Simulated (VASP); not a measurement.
Runs of VASP 6.6.1 on BeTe. The structure is that of space group F-43m (No. 216), or close to it. The cells are those of the table. 

```csv
task,level,potentials or basis,cell,gap on the mesh (eV),pressure (GPa),relaxed volume (Å³/atom)
relaxation of cell and atoms,PBE+D3(BJ),"VASP PAW PBE potentials, release 64 (Be, Te)","relaxed from a = 3.917 Å, angles 60.0°, 2 atoms",1.91,0.0,21.80
single point,PBE+D3(BJ),"VASP PAW PBE potentials, release 64 (Be, Te)","a = 3.948 Å, angles 60.0°, 2 atoms",1.91,0.2,-
relaxation of cell and atoms,LDA,"VASP PAW LDA potentials, release 64 (Be, Te)","relaxed from a = 3.917 Å, angles 60.0°, 2 atoms",1.78,0.0,(a)
single point,PBE,"VASP PAW PBE potentials, release 64 (Be, Te)","a = 4.006 Å, angles 60.0°, 2 atoms",(b),0.1,-
single point,LDA,"VASP PAW LDA potentials, release 64 (Be, Te)","a = 3.929 Å, angles 60.0°, 2 atoms",(c),0.3,-
relaxation of cell and atoms,PBE,"VASP PAW PBE potentials, release 64 (Be, Te)","relaxed from a = 3.917 Å, angles 60.0°, 2 atoms",2.02,0.0,22.78
```

Alike in all rows: no spin polarisation; k mesh 6 × 6 × 6; cutoff (eV) 600; smearing methfessel-paxton 0.1 eV.

Q: Estimate the missing entries.

A: (a) 21.53; (b) 2.01; (c) 1.77.

Caveats: spin-orbit coupling is left out, which moves the levels of the heavy elements.

A k mesh can miss the band edges, and the runs leave out spin-orbit coupling on Te.
